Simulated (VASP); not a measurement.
Write the native input for VASP 6.6.1 that does the following.

| Property | Result |
| --- | --- |
| Task | single point |
| Functional | HSE06 |
| Potentials or basis | VASP PAW PBE potentials, release 64 (Al, N) |
| Cutoff | 520 eV |
| k mesh | 6 × 6 × 4 |
| Occupations | gaussian, width 0.01 eV |
| Spin | no spin polarisation |
| Dipole correction | no |
| Grid for exact exchange (PRECFOCK) | Normal |
| Further INCAR settings | ALGO = Normal; EDIFF = 1e-06; NBANDS = 16 |
| Share of exact exchange | 0.25 |
| Screening parameter | 0.2079 1/Å |

The system is AlN.

```
CELL_PARAMETERS angstrom
3.10669 0.00000 0.00000
-1.55335 2.69048 0.00000
0.00000 0.00000 5.17774
ATOMIC_POSITIONS crystal
Al 0.33333 0.66667 0.99954
Al 0.66667 0.33333 0.49954
N 0.33333 0.66667 0.37546
N 0.66667 0.33333 0.87546
```

This cell differs from its parent crystal: uniaxial z strain +4.0%.

The input as run:

POSCAR

```
AlN
1.0
    3.1066937602      0.0000000000      0.0000000000
   -1.5533468801      2.6904757181      0.0000000000
    0.0000000000      0.0000000000      5.1777352140
Al N
2 2
Direct
    0.3333333333      0.6666666667     -0.0004591778
    0.6666666667      0.3333333333      0.4995408222
    0.3333333333      0.6666666667      0.3754591778
    0.6666666667      0.3333333333      0.8754591778
```

INCAR.step1

```
SYSTEM = AlN
PREC = Accurate
ENCUT = 520
EDIFF = 1E-5
ISMEAR = 0
SIGMA = 0.01
LREAL = .FALSE.
LASPH = .TRUE.
NELM = 60
ALGO = Normal
ISIF = 2
LWAVE = .TRUE.
LCHARG = .FALSE.
GGA = PE
NBANDS = 16
```

INCAR.step2

```
SYSTEM = AlN
PREC = Accurate
ENCUT = 520
EDIFF = 1E-6
ISMEAR = 0
SIGMA = 0.01
LREAL = .FALSE.
LASPH = .TRUE.
NELM = 60
ALGO = Normal
ISIF = 2
LWAVE = .FALSE.
LCHARG = .FALSE.
GGA = PE
LHFCALC = .TRUE.
HFSCREEN = 0.2079
PRECFOCK = Normal
ISTART = 1
NBANDS = 16
```

KPOINTS

```
Automatic mesh
0
G
  6 6 4
  0 0 0
```

Potentials or basis: VASP PAW PBE potentials, release 64 (Al, N).

Command:

```console
$ cat potpaw_PBE.64/Al/POTCAR potpaw_PBE.64/N/POTCAR > POTCAR
$ cp INCAR.step1 INCAR
$ mpirun -np 1 vasp_std > vasp.out
$ cp INCAR.step2 INCAR
$ mpirun -np 1 vasp_std > vasp.out
```

It gave:

```
Pressure               : -8.1 GPa
Largest force          : 0.006 eV/Å
Band gap on the k mesh : 5.27 eV
```

Caveat: the cell differs from its parent crystal (uniaxial z strain +4.0%); the stress differs along the axes, from -16 to -4 GPa; the PAW data sets were made with another functional, which shifts forces and pressure a little.

Wall time 52 min on 1 thread of AMD EPYC 7R13, on a shared host, peak memory 0.27 GiB.
